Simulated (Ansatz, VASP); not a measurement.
# Be3Te2 in VASP and in Ansatz

```
Be Te
1.0
     4.78373    0.00000    0.00000
     0.00000    4.78373    0.00000
     0.00000    0.00000    4.78373
Be Te
3 2
Direct
  0.00000 0.50000 0.50000
  0.50000 0.00000 0.50000
  0.50000 0.50000 0.00000
  0.00000 0.00000 0.00000
  0.50000 0.50000 0.50000
```

Alike in both runs: functional PBE; k mesh 8 × 8 × 8; occupations gaussian, width 0.1 eV; no spin polarisation.

Ansatz relaxed the structure, and its values are those at the end. VASP's run is a single point on that final structure, the one shown.

```csv
,VASP,Ansatz
version,VASP 6.6.1,Ansatz 0.2.0
potentials or method,"VASP PAW PBE potentials, release 64 (Be, Te), cutoff 520 eV","scalar-relativistic, plane waves, PAW"
valence electrons in the cell,18,38
```

|  | VASP | Ansatz | Ansatz less VASP |
| --- | --- | --- | --- |
| gap on the k mesh at the Fermi level (eV) | none | none | - |
| pressure (GPa) | 0.1 | 0.0 | -0.11 |

A gap of «none» marks a metal or a gap that the smearing closes. The functional is the same, so the differences come from potentials, cutoffs and numerics. VASP's potentials hold 18 valence electrons a cell and Ansatz's 38, so a difference there can come from the potentials and not from the codes.

Spin-orbit coupling is off throughout.
